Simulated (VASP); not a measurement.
# GaAs (F-43m) in VASP: settings compared

GaAs is run at these levels: r2SCAN, PBE; tasks: relaxation of cell and atoms, single point.

Program: VASP 6.6.1. These are calculated values, not measurements. Logs are shortened: lines on timing, memory, paths and dates and some standing lists are left out, and cuts for length are marked.

## 1. The cell of the first run

It takes space group F-43m (No. 216, cubic). The conventional cell has a = 5.745 Å, b = 5.745 Å, c = 5.745 Å, α = 90.00°, β = 90.00°, γ = 90.00°. Ga (site symmetry -43m) has 4 As at 2.49 Å within 3.3 Å. As (site symmetry -43m) has 4 Ga at 2.49 Å within 3.3 Å.

## 2. Relaxation of cell and atoms, r2SCAN

The input, POSCAR:

```
GaAs
1.0
    0.0000000000      2.8722543143      2.8722543143
    2.8722543143      0.0000000000      2.8722543143
    2.8722543143      2.8722543143      0.0000000000
Ga As
1 1
Direct
    0.0000000000      0.0000000000      0.0000000000
    0.2500000000      0.2500000000      0.2500000000
```

The input, INCAR.step1:

```
SYSTEM = GaAs
  ALGO = Normal
  EDIFF = 1E-4
  ENCUT = 600
  GGA = PE
  ISMEAR = -1
  LASPH = .TRUE.
  LCHARG = .FALSE.
  LREAL = .FALSE.
  LWAVE = .TRUE.
  NELM = 60
  PREC = Accurate
  SIGMA = 0.02
```

The input, INCAR.step2:

```
SYSTEM = GaAs
  ALGO = Normal
  EDIFF = 1E-7
  EDIFFG = -0.005
  ENCUT = 600
  IBRION = 2
  ISIF = 3
  ISMEAR = -1
  ISTART = 1
  LASPH = .TRUE.
  LCHARG = .FALSE.
  LMIXTAU = .TRUE.
  LREAL = .FALSE.
  LWAVE = .FALSE.
  METAGGA = R2SCAN
  NELM = 60
  NSW = 80
  PREC = Accurate
  SIGMA = 0.02
```

The input, KPOINTS:

```
k-points
0
G
  8 8 8
  0 0 0
```

Potentials or basis: VASP PAW PBE potentials, release 64 (Ga_d, As).

The run is started by

```bash
> cat potpaw_PBE.64/Ga_d/POTCAR potpaw_PBE.64/As/POTCAR > POTCAR
> cp INCAR.step1 INCAR
> mpirun -np 1 vasp_std > vasp.out
> cp INCAR.step2 INCAR
> mpirun -np 1 vasp_std > vasp.out
```

OUTCAR:

```text
SYSTEM = GaAs
   EDIFF = 1E-7
   EDIFFG = -0.005
   ENCUT = 600
   IBRION = 2
   ISIF = 3
   ISMEAR = -1
   ISTART = 1
   LASPH = .TRUE.
   LREAL = .FALSE.
   METAGGA = R2SCAN
   NELM = 60
   NSW = 80
   PREC = Accurate

 ion  position               nearest neighbor table
   1  0.000  0.000  0.000-   2 2.49   2 2.49   2 2.49   2 2.49
   2  0.250  0.250  0.250-   1 2.49   1 2.49   1 2.49   1 2.49

  LATTYP: Found a face centered cubic cell.
 ALAT       =     5.7445086286

  Lattice vectors:

 A1 = (   0.0000000000,   2.8722543143,   2.8722543143)
 A2 = (   2.8722543143,   0.0000000000,   2.8722543143)
 A3 = (   2.8722543143,   2.8722543143,   0.0000000000)

Analysis of symmetry for initial positions (statically):
=====================================================================
 Subroutine PRICEL returns:
 Original cell was already a primitive cell.

 Routine SETGRP: Setting up the symmetry group for a
 face centered cubic supercell.

 Subroutine GETGRP returns: Found 24 space group operations
 (whereof 24 operations were pure point group operations)
 out of a pool of 48 trial point group operations.

The static configuration has the point symmetry T_d .

Analysis of symmetry for dynamics (positions and initial velocities):
=====================================================================
 Subroutine PRICEL returns:
 Original cell was already a primitive cell.

 Routine SETGRP: Setting up the symmetry group for a
 face centered cubic supercell.

 Subroutine GETGRP returns: Found 24 space group operations
 (whereof 24 operations were pure point group operations)
 out of a pool of 48 trial point group operations.

The dynamic configuration has the point symmetry T_d .

 Subroutine INISYM returns: Found 24 space group operations
 (whereof 24 operations are pure point group operations),
 and found     1 'primitive' translations

----------------------------------------------------------------------------------------

                                     Primitive cell

  volume of cell :      47.3913

  direct lattice vectors                    reciprocal lattice vectors
     0.000000000  2.872254314  2.872254314    -0.174079293  0.174079293  0.174079293
     2.872254314  0.000000000  2.872254314     0.174079293 -0.174079293  0.174079293
     2.872254314  2.872254314  0.000000000     0.174079293  0.174079293 -0.174079293

  length of vectors
     4.061981006  4.061981006  4.061981006     0.301514180  0.301514180  0.301514180

  position of ions in fractional coordinates (direct lattice)
     0.000000000  0.000000000  0.000000000
     0.250000000  0.250000000  0.250000000

  ion indices of the primitive-cell ions
   primitive index   ion index
                 1           1
                 2           2

----------------------------------------------------------------------------------------

 KPOINTS: k-points

Automatic generation of k-mesh.
 Grid dimensions read from file:
 generate k-points for:    8    8    8

 Generating k-lattice:

  Cartesian coordinates                     Fractional coordinates (reciprocal lattice)
    -0.021759912  0.021759912  0.021759912     0.125000000  0.000000000  0.000000000
     0.021759912 -0.021759912  0.021759912     0.000000000  0.125000000  0.000000000
     0.021759912  0.021759912 -0.021759912     0.000000000  0.000000000  0.125000000

  Length of vectors
     0.037689272  0.037689272  0.037689272

  Shift w.r.t. Gamma in fractional coordinates (k-lattice)
     0.000000000  0.000000000  0.000000000

 Subroutine IBZKPT returns following result:
 ===========================================

 Found     29 irreducible k-points:

 Following reciprocal coordinates:
            Coordinates               Weight
  0.000000  0.000000  0.000000      1.000000
  0.125000  0.000000  0.000000      8.000000
  0.250000  0.000000  0.000000      8.000000
  0.375000  0.000000  0.000000      8.000000
  0.500000  0.000000  0.000000      4.000000
  0.125000  0.125000  0.000000      6.000000
[... 16 lines left out ...]
  0.500000  0.250000  0.125000     48.000000
 -0.375000  0.250000  0.125000     24.000000
 [... further k-points ...]
   k-points           NKPTS =     29   k-points in BZ     NKDIM =     29   number of bands    NBANDS=     13
   number of dos      NEDOS =    301   number of ions     NIONS =      2
   total plane-waves  NPLWV =  32768
   dimension x,y,z NGX =    32 NGY =   32 NGZ =   32
   dimension x,y,z NGXF=    64 NGYF=   64 NGZF=   64
   ions per type =               1   1
   NGX,Y,Z   is equivalent  to a cutoff of  13.10, 13.10, 13.10 a.u.
   NGXF,Y,Z  is equivalent  to a cutoff of  26.19, 26.19, 26.19 a.u.
 SYSTEM =  GaAs
   PREC   = accura    normal or accurate (medium, high low for compatibility)
   ISTART =      1    job   : 0-new  1-cont  2-samecut
   ICHARG =      0    charge: 1-file 2-atom 10-const
   ISPIN  =      1    spin polarized calculation?
   LNONCOLLINEAR =      F non collinear calculations
   LSORBIT =      F    spin-orbit coupling
   LASPH  =      T    aspherical Exc in radial PAW
   ENCUT  =  600.0 eV  44.10 Ry    6.64 a.u.   8.11  8.11  8.11*2*pi/ulx,y,z
   NELM   =     60;   NELMIN=  2; NELMDL=  0     # of ELM steps
   EDIFF  = 0.1E-06   stopping-criterion for ELM
   LREAL  =      F    real-space projection
   EDIFFG = -.5E-02   stopping-criterion for IOM
   NSW    =     80    number of steps for IOM
   IBRION =      2    ionic relax: 0-MD 1-quasi-New 2-CG
   NFREE  =      1    steps in history (QN), initial steepest desc. (CG)
   ISIF   =      3    stress and relaxation
   ISYM   =      2    0-nonsym 1-usesym 2-fastsym
   POTIM  = 0.5000    time-step for ionic-motion
   TEBEG  =    0.0;   TEEND  =   0.0 temperature during run
   PSTRESS=    0.0 pullay stress
   NELECT =      18.0000    total number of electrons
   NUPDOWN=      -1.0000    fix difference up-down
   EMIN   =  10.00;   EMAX   =-10.00  energy-range for DOS
   EFERMI =   0.00;   METHOD = LEGACY
   ISMEAR =    -1;   SIGMA  =   0.02  broadening in eV -4-tet -1-fermi 0-gaus
   EFERMI_NEDOS =   21; number of points for ismear=-14 and -15
   IALGO  =     38    algorithm
   IMIX   =      4    mixing-type and parameters
     AMIX     =   0.40;   BMIX     =  1.00
     AMIX_MAG =   1.60;   BMIX_MAG =  1.00
  volume/ion in A,a.u.               =      23.70       159.91
  Fermi-wavevector in a.u.,A,eV,Ry     =   1.185585  2.240431 19.124517  1.405612
  Thomas-Fermi vector in A             =   2.321776
   LORBIT       =      0    0 simple, 1 ext, 2 COOP (PROOUT), +10 PAW based schemes
   METAGGA = R2SCAN    functional components
   LHFCALC =     F    Hartree Fock is set to
   AEXX    =    0.0000 exact exchange contribution
   IVDW    =     0    specifies the selected vdW correction
   LEPSILON=     F    determine dielectric tensor
   LRPA    =     F    only Hartree local field effects (RPA)
 conjugate gradient relaxation of ions
 non-spin polarized calculation
  energy-cutoff  :      600.00
  volume of cell :       47.39
 maximum number of plane-waves:      1604
   NGX = 17   NGY = 17   NGZ = 17

--------------------------------------- Ionic step        1  -------------------------------------------

 number of electron      17.9999996 magnetization

 Free energy of the ion-electron system (eV)
  ---------------------------------------------------
  ext. energy  EPLUGINS =         0.00000000
  ---------------------------------------------------
  free energy    TOTEN  =       -27.03835946 eV

  energy without entropy =      -27.03835946  energy(sigma->0) =      -27.03835946

------------------------ aborting loop because EDIFF is reached ----------------------------------------

  FORCE on cell =-STRESS in cart. coord.  units (eV):
  Direction    XX          YY          ZZ          XY          YZ          ZX
  --------------------------------------------------------------------------------------
  -------------------------------------------------------------------------------------
  Total       -0.7894147     -0.7894147     -0.7894147      0.0000000      0.0000000      0.0000000
  in kB      -26.6880683    -26.6880683    -26.6880683      0.0000000      0.0000000      0.0000000
  external PRESSURE =     -26.6880683 kB  Pullay stress =       0.0000000 kB
[... 129 lines left out ...]
  energy  without entropy=      -27.0547367346  energy(sigma->0) =      -27.05473673

--------------------------------------- Ionic step        5  -------------------------------------------

 number of electron      18.0000010 magnetization

 Free energy of the ion-electron system (eV)
  ---------------------------------------------------
  ext. energy  EPLUGINS =         0.00000000
  ---------------------------------------------------
  free energy    TOTEN  =       -27.05473784 eV

  energy without entropy =      -27.05473784  energy(sigma->0) =      -27.05473784

 E-fermi :   4.0159     XC(G=0): -10.2168

 val. band max:        3.6041764749   @ k =   0.0000   0.0000   0.0000
 cond. band min:       4.5355723789   @ k =   0.0000   0.0000   0.0000
 fundamental gap:      0.9313959040
 Fermi energy:         4.0158580612

 k-point     1 :       0.0000    0.0000    0.0000
  band No.  band energies     occupation
      1     -11.6201      2.00000
      2     -11.6201      2.00000
      3     -11.6200      2.00000
      4     -11.5324      2.00000
      5     -11.5324      2.00000
      6      -9.5473      2.00000
      7       3.6042      2.00000
      8       3.6042      2.00000
      9       3.6042      2.00000
     10       4.5356      0.00000
     11       7.6424      0.00000
     12       7.6426      0.00000
     13       7.6426      0.00000
[... 353 lines left out ...]
 k-point    24 :      -0.3750    0.2500    0.1250
  band No.  band energies     occupation
      1     -11.7148      2.00000
      2     -11.5931      2.00000
      3     -11.5859      2.00000
      4     -11.5369      2.00000
      5     -11.5287      2.00000
      6      -7.3672      2.00000
      7      -3.0080      2.00000
      8       0.3363      2.00000
      9       1.6272      2.00000
     10       6.9651      0.00000
     11       8.1355      0.00000
     12      10.3610      0.00000
     13      11.7892      0.00000

 [... further k-points ...]
[... 5 lines left out ...]
  --------------------------------------------------------------------------------------
  -------------------------------------------------------------------------------------
  Total       -0.0059539     -0.0059539     -0.0059539      0.0000000     -0.0000000      0.0000000
  in kB       -0.2094553     -0.2094553     -0.2094553      0.0000000     -0.0000000      0.0000000
  external PRESSURE =      -0.2094553 kB  Pullay stress =       0.0000000 kB
[... 17 lines left out ...]
  FREE ENERGIE OF THE ION-ELECTRON SYSTEM (eV)
  ---------------------------------------------------
  free  energy   TOTEN  =       -27.0547378369 eV

  energy  without entropy=      -27.0547378369  energy(sigma->0) =      -27.05473784

 reached required accuracy - stopping structural energy minimisation
```

Run time: 3.5 min. Hardware: 1 thread of AMD EPYC 9R45 (Zen 5), shared host; peak memory 0.18 GiB.

What came out:

```
Free energy                            : -27.0547 eV
Relaxed volume                         : 22.77 Å³/atom
Relaxed cell                           : a = 4.008 Å, b = 4.008 Å, c = 4.008 Å, α = 60.00°, β = 60.00°, γ = 60.00°
Space group after relaxing (to 0.05 Å) : F-43m (No. 216)
Energy gained by relaxing              : 8.2 meV/atom
Ionic steps                            : 5
Pressure after relaxing                : 0.0 GPa
Band gap on the k mesh                 : 0.93 eV, direct
```

Step by step:
| step | energy change (eV) | largest force (eV/Å) | pressure (GPa) | volume (Å³) |
| --- | --- | --- | --- | --- |
| 1 | 0.0000 | 0.0000 | -2.67 | 47.39 |
| 2 | -0.0133 | 0.0000 | 1.30 | 44.74 |
| 3 | -0.0164 | 0.0000 | 0.04 | 45.51 |
| 4 | -0.0164 | 0.0000 | -0.04 | 45.54 |
| 5 | -0.0164 | 0.0000 | -0.02 | 45.54 |

Final structure:
```cif
data_structure
_symmetry_space_group_name_H-M 'P 1'
_symmetry_Int_Tables_number 1
_cell_length_a 4.0085
_cell_length_b 4.0085
_cell_length_c 4.0085
_cell_angle_alpha 60.000
_cell_angle_beta 60.000
_cell_angle_gamma 60.000
_cell_volume 45.54
loop_
_atom_site_label
_atom_site_type_symbol
_atom_site_fract_x
_atom_site_fract_y
_atom_site_fract_z
_atom_site_occupancy
Ga1 Ga 0.00000 0.00000 0.00000 1
As1 As 0.25000 0.25000 0.25000 1
```

Caveat: the PAW data sets were made with another functional, which shifts forces and pressure a little.

## 3. Single point, PBE, non-collinear spin, zero start, spin-orbit coupling

This run uses another cell than the first one, of 22.74 Å³/atom, 0.960 times its volume.

The input, INCAR:

```
PREC     = Accurate       # precision mode
ENCUT    = 520            # plane-wave cutoff, eV
EDIFF    = 1E-6           # SCF threshold, eV
ISMEAR   = -1             # smearing method
SIGMA    = 0.02           # smearing width, eV
LREAL    = False          # projectors in reciprocal space
LASPH    = True           # aspherical terms in the spheres
NELM     = 150            # most SCF steps
ALGO     = Normal         # electronic algorithm
ISIF     = 2              # what is computed and relaxed
LWAVE    = False          # write WAVECAR
LCHARG   = False          # write CHGCAR
MAGMOM   = 0 0 0 0 0 0    # initial moments
LORBIT   = 11             # projections on sites
LSORBIT  = True           # spin-orbit coupling
GGA_COMPAT= False        
LORBMOM  = True         
GGA      = PE             # functional
NBANDS   = 30             # bands
```

The input, KPOINTS:

```
regular mesh
0
Gamma
  8 8 8
```

The input, POSCAR:

```
GaAs
1.0
    0.0000000000      2.8330831922      2.8330831922
    2.8330831922      0.0000000000      2.8330831922
    2.8330831922      2.8330831922      0.0000000000
Ga As
1 1
Direct
    0.0000000000      0.0000000000      0.0000000000
    0.2500000000      0.2500000000      0.2500000000
```

Potentials or basis: VASP PAW PBE potentials, release 64 (Ga_d, As).

The run is started by

```bash
> cat potpaw_PBE.64/Ga_d/POTCAR potpaw_PBE.64/As/POTCAR > POTCAR
> mpirun -np 1 vasp_ncl > vasp.out
```

OUTCAR:

```text
PREC = Accurate
   ENCUT = 520
   EDIFF = 1E-6
   ISMEAR = -1
   LREAL = False
   LASPH = True
   NELM = 150
   ISIF = 2
   LORBIT = 11
   LSORBIT = True
   GGA = PE

 ion  position               nearest neighbor table
   1  0.000  0.000  0.000-   2 2.45   2 2.45   2 2.45   2 2.45
   2  0.250  0.250  0.250-   1 2.45   1 2.45   1 2.45   1 2.45

  LATTYP: Found a face centered cubic cell.
 ALAT       =     5.6661663844

  Lattice vectors:

 A1 = (   0.0000000000,   2.8330831922,   2.8330831922)
 A2 = (   2.8330831922,   0.0000000000,   2.8330831922)
 A3 = (   2.8330831922,   2.8330831922,   0.0000000000)

Analysis of symmetry for initial positions (statically):
=====================================================================
 Subroutine PRICEL returns:
 Original cell was already a primitive cell.

 Routine SETGRP: Setting up the symmetry group for a
 face centered cubic supercell.

 Subroutine GETGRP returns: Found 24 space group operations
[... 1058 lines left out ...]
     0.0000000     0.0000000     0.0000000     0.0000000     0.0000000     0.0000000     0.0000000
     0.0000000     0.0000000     0.0000000     0.0000000     0.0000000     0.0000000     0.0000000
     0.0000000     0.0000000     0.0000000     0.0000000     0.0000000     0.0000000     0.0000000
     0.0000000     0.0000000     0.0000000     0.0000000     0.0000000     0.0000000     0.0000000
     0.0000000     0.0000000     0.0000000     0.0000000     0.0000000     0.0000000     0.0000000
     0.0000000     0.0000000     0.0000000     0.0000000     0.0000000     0.0000000     0.0000000
     0.0000000     0.0000000     0.0000000     0.0000000     0.0000000     0.0000000     0.0000000

 Ion:    2  E_soc:     -0.0240114
 l=   1
     0.0000000    -0.0039944    -0.0039944
    -0.0039944     0.0000000    -0.0039944
    -0.0039944    -0.0039944     0.0000000
 l=   2
     0.0000000    -0.0000037     0.0000000    -0.0000037    -0.0000038
    -0.0000037     0.0000000    -0.0000029    -0.0000037    -0.0000010
     0.0000000    -0.0000029     0.0000000    -0.0000029     0.0000000
    -0.0000037    -0.0000037    -0.0000029     0.0000000    -0.0000010
    -0.0000038    -0.0000010     0.0000000    -0.0000010     0.0000000
 l=   3
     0.0000000     0.0000000     0.0000000     0.0000000     0.0000000     0.0000000     0.0000000
     0.0000000     0.0000000     0.0000000     0.0000000     0.0000000     0.0000000     0.0000000
     0.0000000     0.0000000     0.0000000     0.0000000     0.0000000     0.0000000     0.0000000
     0.0000000     0.0000000     0.0000000     0.0000000     0.0000000     0.0000000     0.0000000
     0.0000000     0.0000000     0.0000000     0.0000000     0.0000000     0.0000000     0.0000000
     0.0000000     0.0000000     0.0000000     0.0000000     0.0000000     0.0000000     0.0000000
     0.0000000     0.0000000     0.0000000     0.0000000     0.0000000     0.0000000     0.0000000

 total charge

# of ion       s       p       d       tot
------------------------------------------
    1        0.881   0.796   9.993  11.670
    2        1.209   1.596   0.031   2.836
--------------------------------------------------
tot          2.090   2.391  10.024  14.506

 magnetization (x)

# of ion       s       p       d       tot
------------------------------------------
    1        0.000   0.000   0.000   0.000
    2        0.000  -0.000   0.000   0.000
--------------------------------------------------
tot          0.000   0.000   0.000   0.000

 magnetization (y)

# of ion       s       p       d       tot
------------------------------------------
    1        0.000   0.000   0.000   0.000
    2       -0.000   0.000   0.000  -0.000
--------------------------------------------------
tot          0.000   0.000   0.000   0.000

 magnetization (z)

# of ion       s       p       d       tot
------------------------------------------
    1       -0.000  -0.000   0.000  -0.000
    2       -0.000  -0.000  -0.000  -0.000
--------------------------------------------------
tot         -0.000  -0.000  -0.000  -0.000
```

stdout:

```text
POSCAR found type information on POSCAR GaAs
 POSCAR found :  2 types and       2 ions
 scaLAPACK will be used
 LDA part: xc-table for (Slater+PW92), standard interpolation
 POSCAR, INCAR and KPOINTS ok, starting setup
 FFT: planning ... GRIDC
 FFT: planning ... GRID_SOFT
 FFT: planning ... GRID
 WAVECAR not read
 entering main loop
```

Wall time 74 s (1 thread of AMD EPYC 9R45 (Zen 5), shared host); peak memory 0.29 GiB.

What came out:

- Free energy: -8.2709 eV
- Pressure: 2.9 GPa
- Net moment: 0.00 μB per cell
- Valence electrons inside the program's atomic spheres: Ga 11.67; As 2.84

Moments on the atoms (μB; x, y, z):
```
Ga  0.00 0.00 0.00
As  0.00 0.00 0.00
```
